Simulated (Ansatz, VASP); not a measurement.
One calculation of Ge, two programs

The input POSCAR:

```
Ge
1.0
   -0.1020678716      2.8477132063      2.8477132063
    2.8477132063     -0.1020678716      2.8477132063
    2.8477132063      2.8477132063     -0.1020678716
Ge
2
Direct
   -0.0023224780     -0.0023224780     -0.0023224780
    0.2523224780      0.2523224780      0.2523224780
```

The input INCAR.step1:

```
PREC = Accurate ; ENCUT = 520
ISMEAR = -1 ; SIGMA = 0.02
LREAL = F ; LASPH = T
NELM = 80 ; NBANDS = 21
GGA = PE ; ALGO = Normal
EDIFF = 1E-4 ; LWAVE = T
LCHARG = F
```

Contents of INCAR.step2:

```
PREC = Accurate ; ENCUT = 520
EDIFF = 1E-6 ; ISMEAR = -1
SIGMA = 0.02 ; LREAL = F
LASPH = T ; NELM = 80
ALGO = Normal ; ISIF = 2
LWAVE = F ; LCHARG = T
METAGGA = R2SCAN ; LMIXTAU = T
LELF = T ; LVHAR = T
NBANDS = 21 ; ISTART = 1
```

Contents of KPOINTS:

```
regular mesh
0
Gamma
  8 8 8
```

Input for Ansatz:

```yaml
crystal:
  lattice:
    - [-0.1020678716, 2.8477132063, 2.8477132063]
    - [2.8477132063, -0.1020678716, 2.8477132063]
    - [2.8477132063, 2.8477132063, -0.1020678716]
  atoms:
    - { symbol: Ge, position: [-0.002322478, -0.002322478, -0.002322478] }
    - { symbol: Ge, position: [0.252322478, 0.252322478, 0.252322478] }
kpoints:
  mp_grid: { grid: [8, 8, 8] }
  band_path:
    path:
      - [0.0, 0.0, 0.0]
      - [0.5, 0.0, 0.5]
      - [0.625, 0.25, 0.625]
      - [0.375, 0.375, 0.75]
      - [0.5, 0.5, 0.5]
      - [0.5, 0.25, 0.75]
    npoints: 1
hamiltonian:
  xc: r2scan
scf:
  occupations: { method: fermi_dirac, width: 0.02 }
  n_extra_bands: 4
output:
  forces: true
  stress: true
  eigenvalues: true
```

Change from the starting cell: epitaxial_111 strain +4.0%.

Alike in both runs: task single point; functional r2SCAN; k mesh 8 × 8 × 8; occupations fermi-dirac, width 0.02 eV; no spin polarisation.

|  | VASP | Ansatz |
| --- | --- | --- |
| version | VASP 6.6.1 | Ansatz 0.2.0 |
| potentials or method | VASP PAW PBE potentials, release 64 (Ge_d) | plane waves, PAW |
| plane-wave cutoff (eV) | 520 | 500 |
| valence electrons in the cell | 28 | 28 |

|  | VASP | Ansatz | Ansatz less VASP |
| --- | --- | --- | --- |
| pressure (GPa) | -3.6 | -3.6 | -0.02 |
| traceless stress, the component that is largest in VASP (GPa) | 1.84 | 1.83 | -0.005 |
| rms of the force components (eV/Å) | 0.006 | 0.003 | -0.0028 |

VASP's potentials were made for PBE, not for r2SCAN. Atom by atom the forces differ by 0.003 eV/Å (rms over components).
